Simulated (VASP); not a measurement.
Runs of VASP 6.6.1 on GaSb. The structure is that of space group I-4m2 (No. 119), or close to it. The cells are those of the table. 

```csv
level,cell,cutoff (eV),gap on the mesh (eV),pressure (GPa)
PBE,"a = 4.324, b = 4.324, c = 4.162 Å, angles 61.2, 61.2, 57.5°, 2 atoms",500,0.13,4.8
r2SCAN,"a = 4.324, b = 4.324, c = 4.162 Å, angles 61.2, 61.2, 57.5°, 2 atoms",550,0.52,2.9
PBE,"a = 4.352, b = 4.352, c = 4.509 Å, angles 58.8, 58.8, 62.4°, 2 atoms",500,0.33,-0.2
PBE,"a = 4.348, b = 4.348, c = 4.466 Å, angles 59.1, 59.1, 61.8°, 2 atoms",500,(b),0.3
PBE,"a = 4.343, b = 4.343, c = 4.423 Å, angles 59.4, 59.4, 61.2°, 2 atoms",500,(a),(c)
```

Alike in all rows: task single point; potentials or basis VASP PAW PBE potentials, release 64 (Ga_d, Sb_d_GW); no spin polarisation; k mesh 8 × 8 × 8; smearing fermi-dirac 0.02 eV.

Task: Fill in the values left out.

Result: (a) 0.20; (b) 0.28; (c) 0.8.

Caveats: semilocal functionals underestimate gaps, and a narrow one can read as zero; spin-orbit coupling is left out, which moves the levels of the heavy elements; the cell stands under pressure (at least some runs); the PAW data sets were made with another functional, which shifts forces and pressure a little (at least some runs).

A k mesh can miss the band edges, and the runs leave out spin-orbit coupling on Ga, Sb.
